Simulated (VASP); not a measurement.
# MgO (Fm-3m) in VASP: a series of runs

The runs below take MgO through single point, relaxation of cell and atoms, with PBE+D3(BJ).

All numbers are computed with VASP 6.6.1; they aren't measurements. Logs are shortened: lines on timing, memory, paths and dates and some standing lists are left out, and cuts for length are marked.

## 1. The cell of the first run

Symmetry: Fm-3m, No. 225, cubic system. The conventional cell has a = 4.208 Å, b = 4.208 Å, c = 4.208 Å, α = 90.00°, β = 90.00°, γ = 90.00°. Mg (site symmetry m-3m) has 6 O at 2.10 Å within 2.8 Å. O (site symmetry m-3m) has 6 Mg at 2.10 Å within 2.8 Å.

## 2. Single point, PBE+D3(BJ)

INCAR

```
SYSTEM = MgO
PREC = Accurate
ENCUT = 600
EDIFF = 1E-6
ISMEAR = 0
SIGMA = 0.02
LREAL = .FALSE.
LASPH = .TRUE.
NELM = 120
ALGO = Normal
ISIF = 2
LWAVE = .FALSE.
LCHARG = .TRUE.
GGA = PE
IVDW = 12
LELF = .TRUE.
LVHAR = .TRUE.
NBANDS = 11
GGA_COMPAT = .FALSE.
```

KPOINTS

```
regular mesh
0
G
  10 10 10
  0 0 0
```

POSCAR

```
MgO
1.0
    0.0000000000      2.1038565469      2.1038565469
    2.1038565469      0.0000000000      2.1038565469
    2.1038565469      2.1038565469      0.0000000000
Mg O
1 1
Direct
    0.0000000000      0.0000000000      0.0000000000
    0.5000000000      0.5000000000      0.5000000000
```

Potentials or basis: VASP PAW PBE potentials, release 64 (Mg, O).

The run is started by

```console
$ cat potpaw_PBE.64/Mg/POTCAR potpaw_PBE.64/O/POTCAR > POTCAR
$ mpirun -np 1 vasp_std > vasp.out
```

OUTCAR:

```text
SYSTEM = MgO
   PREC = Accurate
   ENCUT = 600
   EDIFF = 1E-6
   ISMEAR = 0
   LREAL = .FALSE.
   LASPH = .TRUE.
   NELM = 120
   ISIF = 2
   GGA = PE
   IVDW = 12
 IVDW          = 12

 ion  position               nearest neighbor table
   1  0.000  0.000  0.000-   2 2.10   2 2.10   2 2.10   2 2.10   2 2.10   2 2.10
   2  0.500  0.500  0.500-   1 2.10   1 2.10   1 2.10   1 2.10   1 2.10   1 2.10

  LATTYP: Found a face centered cubic cell.
 ALAT       =     4.2077130938

  Lattice vectors:

 A1 = (   0.0000000000,   2.1038565469,   2.1038565469)
 A2 = (   2.1038565469,   0.0000000000,   2.1038565469)
 A3 = (   2.1038565469,   2.1038565469,   0.0000000000)

Analysis of symmetry for initial positions (statically):
=====================================================================
 Subroutine PRICEL returns:
 Original cell was already a primitive cell.

 Routine SETGRP: Setting up the symmetry group for a
 face centered cubic supercell.

 Subroutine GETGRP returns: Found 48 space group operations
 (whereof 48 operations were pure point group operations)
 out of a pool of 48 trial point group operations.

The static configuration has the point symmetry O_h .

Analysis of symmetry for dynamics (positions and initial velocities):
=====================================================================
 Subroutine PRICEL returns:
 Original cell was already a primitive cell.

 Routine SETGRP: Setting up the symmetry group for a
 face centered cubic supercell.

 Subroutine GETGRP returns: Found 48 space group operations
 (whereof 48 operations were pure point group operations)
 out of a pool of 48 trial point group operations.

The dynamic configuration has the point symmetry O_h .

 Subroutine INISYM returns: Found 48 space group operations
 (whereof 48 operations are pure point group operations),
 and found     1 'primitive' translations

----------------------------------------------------------------------------------------

                                     Primitive cell

  volume of cell :      18.6242

  direct lattice vectors                    reciprocal lattice vectors
     0.000000000  2.103856547  2.103856547    -0.237658789  0.237658789  0.237658789
     2.103856547  0.000000000  2.103856547     0.237658789 -0.237658789  0.237658789
     2.103856547  2.103856547  0.000000000     0.237658789  0.237658789 -0.237658789

  length of vectors
     2.975302462  2.975302462  2.975302462     0.411637098  0.411637098  0.411637098

  position of ions in fractional coordinates (direct lattice)
     0.000000000  0.000000000  0.000000000
     0.500000000  0.500000000  0.500000000

  ion indices of the primitive-cell ions
   primitive index   ion index
                 1           1
                 2           2

----------------------------------------------------------------------------------------

 KPOINTS: regular mesh

Automatic generation of k-mesh.
 Grid dimensions read from file:
 generate k-points for:   10   10   10

 Generating k-lattice:

  Cartesian coordinates                     Fractional coordinates (reciprocal lattice)
    -0.023765879  0.023765879  0.023765879     0.100000000  0.000000000  0.000000000
     0.023765879 -0.023765879  0.023765879     0.000000000  0.100000000  0.000000000
     0.023765879  0.023765879 -0.023765879     0.000000000  0.000000000  0.100000000

  Length of vectors
     0.041163710  0.041163710  0.041163710

  Shift w.r.t. Gamma in fractional coordinates (k-lattice)
     0.000000000  0.000000000  0.000000000

 Subroutine IBZKPT returns following result:
 ===========================================

 Found     47 irreducible k-points:

 Following reciprocal coordinates:
            Coordinates               Weight
  0.000000  0.000000  0.000000      1.000000
  0.100000  0.000000  0.000000      8.000000
  0.200000  0.000000  0.000000      8.000000
  0.300000  0.000000  0.000000      8.000000
  0.400000  0.000000  0.000000      8.000000
  0.500000  0.000000  0.000000      4.000000
[... 16 lines left out ...]
  0.300000  0.300000  0.000000      6.000000
  0.400000  0.300000  0.000000     24.000000
 [... further k-points ...]
   k-points           NKPTS =     47   k-points in BZ     NKDIM =     47   number of bands    NBANDS=     11
   number of dos      NEDOS =    301   number of ions     NIONS =      2
   total plane-waves  NPLWV =  13824
   dimension x,y,z NGX =    24 NGY =   24 NGZ =   24
   dimension x,y,z NGXF=    48 NGYF=   48 NGZF=   48
   ions per type =               1   1
   NGX,Y,Z   is equivalent  to a cutoff of  13.41, 13.41, 13.41 a.u.
   NGXF,Y,Z  is equivalent  to a cutoff of  26.82, 26.82, 26.82 a.u.
 SYSTEM =  MgO
   PREC   = accura    normal or accurate (medium, high low for compatibility)
   ISTART =      0    job   : 0-new  1-cont  2-samecut
   ICHARG =      2    charge: 1-file 2-atom 10-const
   ISPIN  =      1    spin polarized calculation?
   LNONCOLLINEAR =      F non collinear calculations
   LSORBIT =      F    spin-orbit coupling
   LASPH  =      T    aspherical Exc in radial PAW
   ENCUT  =  600.0 eV  44.10 Ry    6.64 a.u.   5.94  5.94  5.94*2*pi/ulx,y,z
   NELM   =    120;   NELMIN=  2; NELMDL= -5     # of ELM steps
   EDIFF  = 0.1E-05   stopping-criterion for ELM
   LREAL  =      F    real-space projection
   EDIFFG = 0.1E-04   stopping-criterion for IOM
   NSW    =      0    number of steps for IOM
   IBRION =     -1    ionic relax: 0-MD 1-quasi-New 2-CG
   NFREE  =      0    steps in history (QN), initial steepest desc. (CG)
   ISIF   =      2    stress and relaxation
   ISYM   =      2    0-nonsym 1-usesym 2-fastsym
   POTIM  = 0.5000    time-step for ionic-motion
   TEBEG  =    0.0;   TEEND  =   0.0 temperature during run
   PSTRESS=    0.0 pullay stress
   NELECT =       8.0000    total number of electrons
   NUPDOWN=      -1.0000    fix difference up-down
   EMIN   =  10.00;   EMAX   =-10.00  energy-range for DOS
   EFERMI =   0.00;   METHOD = LEGACY
   ISMEAR =     0;   SIGMA  =   0.02  broadening in eV -4-tet -1-fermi 0-gaus
   EFERMI_NEDOS =   21; number of points for ismear=-14 and -15
   IALGO  =     38    algorithm
   IMIX   =      4    mixing-type and parameters
     AMIX     =   0.40;   BMIX     =  1.00
     AMIX_MAG =   1.60;   BMIX_MAG =  1.00
  volume/ion in A,a.u.               =       9.31        62.84
  Fermi-wavevector in a.u.,A,eV,Ry     =   1.235223  2.334233 20.759441  1.525776
  Thomas-Fermi vector in A             =   2.369881
   LORBIT       =      0    0 simple, 1 ext, 2 COOP (PROOUT), +10 PAW based schemes
   GGA     = PE    functional components
   LHFCALC =     F    Hartree Fock is set to
   AEXX    =    0.0000 exact exchange contribution
   IVDW    =    12    specifies the selected vdW correction
   LEPSILON=     F    determine dielectric tensor
   LRPA    =     F    only Hartree local field effects (RPA)
 non-spin polarized calculation
 Gauss-broadening in eV      SIGMA  =   0.02
  energy-cutoff  :      600.00
  volume of cell :       18.62
 maximum number of plane-waves:       636
   NGX = 11   NGY = 11   NGZ = 11

 number of electron       8.0000005 magnetization

 Free energy of the ion-electron system (eV)
  ---------------------------------------------------
  ext. energy  EPLUGINS =         0.00000000
  ---------------------------------------------------
  free energy    TOTEN  =       -11.90734728 eV

  energy without entropy =      -11.90734728  energy(sigma->0) =      -11.90734728

 E-fermi :   3.3508     XC(G=0): -11.0929

 val. band max:        3.2082679505   @ k =   0.0000   0.0000   0.0000
 cond. band min:       7.9662433149   @ k =   0.0000   0.0000   0.0000
 fundamental gap:      4.7579753644
 Fermi energy:         3.3507691553

 k-point     1 :       0.0000    0.0000    0.0000
  band No.  band energies     occupation
      1     -14.0701      2.00000
      2       3.2083      2.00000
      3       3.2083      2.00000
      4       3.2083      2.00000
      5       7.9662      0.00000
      6      19.0281      0.00000
      7      19.0281      0.00000
      8      19.0281      0.00000
      9      22.9518      0.00000
     10      24.7309      0.00000
     11      24.7309      0.00000

 k-point     2 :       0.1000    0.0000    0.0000
  band No.  band energies     occupation
      1     -13.9640      2.00000
      2       2.5560      2.00000
      3       3.1403      2.00000
      4       3.1403      2.00000
      5       8.5945      0.00000
      6      17.7775      0.00000
      7      19.2693      0.00000
      8      19.2693      0.00000
      9      24.0073      0.00000
     10      24.0073      0.00000
     11      24.6147      0.00000

 k-point     3 :       0.2000    0.0000    0.0000
  band No.  band energies     occupation
      1     -13.6720      2.00000
      2       1.2323      2.00000
      3       2.9683      2.00000
      4       2.9683      2.00000
      5       9.7904      0.00000
      6      16.2655      0.00000
      7      19.7571      0.00000
      8      19.7571      0.00000
      9      23.3167      0.00000
     10      23.3167      0.00000
     11      25.5245      0.00000

 k-point     4 :       0.3000    0.0000    0.0000
  band No.  band energies     occupation
      1     -13.2775      2.00000
      2      -0.0933      2.00000
      3       2.7662      2.00000
      4       2.7662      2.00000
      5      10.7245      0.00000
      6      15.5835      0.00000
      7      19.8783      0.00000
      8      19.8783      0.00000
      9      23.7614      0.00000
     10      23.7614      0.00000
     11      24.9098      0.00000

 k-point     5 :       0.4000    0.0000    0.0000
  band No.  band energies     occupation
      1     -12.9240      2.00000
      2      -1.0624      2.00000
      3       2.6100      2.00000
      4       2.6100      2.00000
      5      11.0779      0.00000
      6      15.6794      0.00000
      7      19.6657      0.00000
      8      19.6657      0.00000
      9      24.3499      0.00000
     10      25.0173      0.00000
     11      25.0173      0.00000
[... 211 lines left out ...]
 k-point    21 :      -0.3000    0.2000    0.0000
  band No.  band energies     occupation
      1     -12.8453      2.00000
      2      -0.4709      2.00000
      3       1.3963      2.00000
      4       2.5524      2.00000
      5      12.5049      0.00000
      6      15.1637      0.00000
      7      17.4357      0.00000
      8      20.5805      0.00000
      9      23.5130      0.00000
     10      24.3335      0.00000
     11      28.3377      0.00000

 k-point    22 :      -0.2000    0.2000    0.0000
  band No.  band energies     occupation
      1     -13.1604      2.00000
      2       0.1045      2.00000
      3       1.8678      2.00000
      4       2.7623      2.00000
      5      11.6846      0.00000
      6      15.1329      0.00000
      7      18.3561      0.00000
      8      21.0420      0.00000
      9      21.7113      0.00000
     10      24.6105      0.00000
     11      28.1008      0.00000

 k-point    23 :       0.3000    0.3000    0.0000
  band No.  band energies     occupation
      1     -13.0745      2.00000
      2       0.0496      2.00000
      3       2.2683      2.00000
      4       2.2683      2.00000
      5      12.0943      0.00000
      6      13.6502      0.00000
      7      17.6741      0.00000
      8      21.1838      0.00000
      9      21.1838      0.00000
     10      27.3900      0.00000
     11      30.6516      0.00000

 k-point    24 :       0.4000    0.3000    0.0000
  band No.  band energies     occupation
      1     -12.8258      2.00000
      2      -0.3766      2.00000
      3       1.9011      2.00000
      4       2.1206      2.00000
      5      12.8117      0.00000
      6      13.4010      0.00000
      7      16.8449      0.00000
      8      21.4286      0.00000
      9      21.6354      0.00000
     10      28.1356      0.00000
     11      30.2488      0.00000

 [... further k-points ...]

------------------------ aborting loop because EDIFF is reached ----------------------------------------

 Edisp (eV)   -0.58809

 E8    (eV) :    -0.2303

  FORCE on cell =-STRESS in cart. coord.  units (eV):
  Direction    XX          YY          ZZ          XY          YZ          ZX
  --------------------------------------------------------------------------------------
  -------------------------------------------------------------------------------------
  Total      -0.11513    -0.11513    -0.11513     0.00000    -0.00000    -0.00000
  in kB      -9.90461    -9.90461    -9.90461     0.00000    -0.00000    -0.00000
  external pressure =       -9.90 kB  Pullay stress =        0.00 kB

 VOLUME and BASIS-vectors are now :
 -----------------------------------------------------------------------------
  energy-cutoff  :      600.00
  volume of cell :       18.62
      direct lattice vectors                 reciprocal lattice vectors
     0.000000000  2.103856547  2.103856547    -0.237658789  0.237658789  0.237658789
     2.103856547  0.000000000  2.103856547     0.237658789 -0.237658789  0.237658789
     2.103856547  2.103856547  0.000000000     0.237658789  0.237658789 -0.237658789

 POSITION                                       TOTAL-FORCE (eV/Angst)
 -----------------------------------------------------------------------------------
      0.00000      0.00000      0.00000        -0.000000     -0.000000      0.000000
      2.10386      2.10386      2.10386         0.000000      0.000000      0.000000
 -----------------------------------------------------------------------------------
    total drift:                               -0.000000     -0.000000      0.000000

  FREE ENERGIE OF THE ION-ELECTRON SYSTEM (eV)
  ---------------------------------------------------
  free  energy   TOTEN  =       -12.4954363274 eV

  energy  without entropy=      -12.4954363274  energy(sigma->0) =      -12.49543633
```

Run time: 15 s. Hardware: 1 thread of Intel Xeon 8259CL, shared host; peak memory 0.15 GiB.

What came out:

```yaml
Free_energy: -12.4954 eV
Pressure: -1.0 GPa
Band_gap_on_the_k_mesh: 4.76 eV, direct
Dispersion_energy_per_atom: -0.294 eV
```

## 3. Relaxation of cell and atoms, PBE+D3(BJ)

This run uses another cell than the first one, of 9.62 Å³/atom, 1.033 times its volume.

INCAR

```
PREC = Accurate ; ENCUT = 600
EDIFF = 1E-7 ; ISMEAR = 0
SIGMA = 0.02 ; LREAL = False
LASPH = True ; NELM = 120
ALGO = Normal ; ISIF = 3
LWAVE = False ; LCHARG = False
GGA = PE ; IVDW = 12
IBRION = 2 ; NSW = 70
EDIFFG = -0.02 ; GGA_COMPAT = False
NELMIN = 4
```

KPOINTS

```
Automatic mesh
0
Gamma
  10 10 10
```

POSCAR

```
MgO
1.0
    0.0000000000      2.1266795351      2.1266795351
    2.1266795351      0.0000000000      2.1266795351
    2.1266795351      2.1266795351      0.0000000000
Mg O
1 1
Direct
    0.0000000000      0.0000000000      0.0000000000
    0.5000000000      0.5000000000      0.5000000000
```

Potentials or basis: VASP PAW PBE potentials, release 64 (Mg, O).

The run is started by

```console
$ cat potpaw_PBE.64/Mg/POTCAR potpaw_PBE.64/O/POTCAR > POTCAR
$ mpirun -np 1 vasp_std > vasp.out
```

OUTCAR:

```text
PREC = Accurate
   ENCUT = 600
   EDIFF = 1E-7
   ISMEAR = 0
   LREAL = False
   LASPH = True
   NELM = 120
   ISIF = 3
   GGA = PE
   IVDW = 12
   IBRION = 2
   NSW = 70
   EDIFFG = -0.02
   NELMIN = 4
 IVDW          = 12

 ion  position               nearest neighbor table
   1  0.000  0.000  0.000-   2 2.13   2 2.13   2 2.13   2 2.13   2 2.13   2 2.13
   2  0.500  0.500  0.500-   1 2.13   1 2.13   1 2.13   1 2.13   1 2.13   1 2.13

  LATTYP: Found a face centered cubic cell.
 ALAT       =     4.2533590702

  Lattice vectors:

 A1 = (   0.0000000000,   2.1266795351,   2.1266795351)
 A2 = (   2.1266795351,   0.0000000000,   2.1266795351)
 A3 = (   2.1266795351,   2.1266795351,   0.0000000000)

Analysis of symmetry for initial positions (statically):
=====================================================================
 Subroutine PRICEL returns:
 Original cell was already a primitive cell.

[... 252 lines left out ...]
 Free energy of the ion-electron system (eV)
  ---------------------------------------------------
  ext. energy  EPLUGINS =         0.00000000
  ---------------------------------------------------
  free energy    TOTEN  =       -11.90542559 eV

  energy without entropy =      -11.90542559  energy(sigma->0) =      -11.90542559

 E-fermi :   3.3739     XC(G=0): -11.1228

 val. band max:        3.2550846881   @ k =   0.0000   0.0000   0.0000
 cond. band min:       8.0755628957   @ k =   0.0000   0.0000   0.0000
 fundamental gap:      4.8204782075
 Fermi energy:         3.3739020553

 k-point     1 :       0.0000    0.0000    0.0000
  band No.  band energies     occupation
      1     -14.0553      2.00000
      2       3.2551      2.00000
      3       3.2551      2.00000
      4       3.2551      2.00000
      5       8.0756      0.00000
      6      19.1116      0.00000
      7      19.1116      0.00000
      8      19.1116      0.00000
[... 243 lines left out ...]
 k-point    24 :       0.4000    0.3000    0.0000
  band No.  band energies     occupation
      1     -12.7965      2.00000
      2      -0.3500      2.00000
      3       1.9390      2.00000
      4       2.1602      2.00000
      5      12.9184      0.00000
      6      13.4723      0.00000
      7      16.9602      0.00000
      8      21.5595      0.00000

 [... further k-points ...]

------------------------ aborting loop because EDIFF is reached ----------------------------------------

 Edisp (eV)   -0.59192

 E8    (eV) :    -0.2318
[... 25 lines left out ...]
  FREE ENERGIE OF THE ION-ELECTRON SYSTEM (eV)
  ---------------------------------------------------
  free  energy   TOTEN  =       -12.4973473480 eV

  energy  without entropy=      -12.4973473480  energy(sigma->0) =      -12.49734735

 reached required accuracy - stopping structural energy minimisation
```

Run time: 31 s. Hardware: 1 thread of Intel Xeon 8259CL, shared host; peak memory 0.16 GiB.

Results:

```yaml
Free_energy: -12.4973 eV
Relaxed_volume: 9.25 Å³/atom
Relaxed_cell: a = 2.969 Å, b = 2.969 Å, c = 2.969 Å, α = 60.00°, β = 60.00°, γ = 60.00°
Space_group_after_relaxing_to_0.05_Å: Fm-3m (No. 225)
Energy_gained_by_relaxing: 6.8 meV/atom
Ionic_steps: 3
Pressure_after_relaxing: 0.0 GPa
Band_gap_on_the_k_mesh: 4.82 eV, direct
Dispersion_energy_per_atom: -0.296 eV
```

Step by step:
```
step  energy change (eV)  largest force (eV/Å)  pressure (GPa)  volume (Å³)
   1              0.0000                0.0000           -5.83        19.24
   2             -0.0122                0.0000            2.07        18.28
   3             -0.0137                0.0000            0.00        18.51
```

Final structure:
```
Mg O
1.0
     0.00000    2.09944    2.09944
     2.09944    0.00000    2.09944
     2.09944    2.09944    0.00000
Mg O
1 1
Direct
  0.00000 0.00000 0.00000
  0.50000 0.50000 0.50000
```

Levels at points of the mesh, in eV from the valence-band top:
| k point | band 2 | band 3 | band 4 | band 5 | band 6 | band 7 |
| --- | --- | --- | --- | --- | --- | --- |
| (0.00, 0.00, 0.00) | 0.00 | 0.00 | 0.00 | 4.82 | 15.86 | 15.86 |
| (0.50, 0.00, 0.00) | -4.66 | -0.66 | -0.66 | 7.96 | 12.71 | 16.41 |
| (0.50, 0.50, 0.00) | -4.12 | -1.36 | -1.36 | 9.13 | 10.08 | 13.20 |
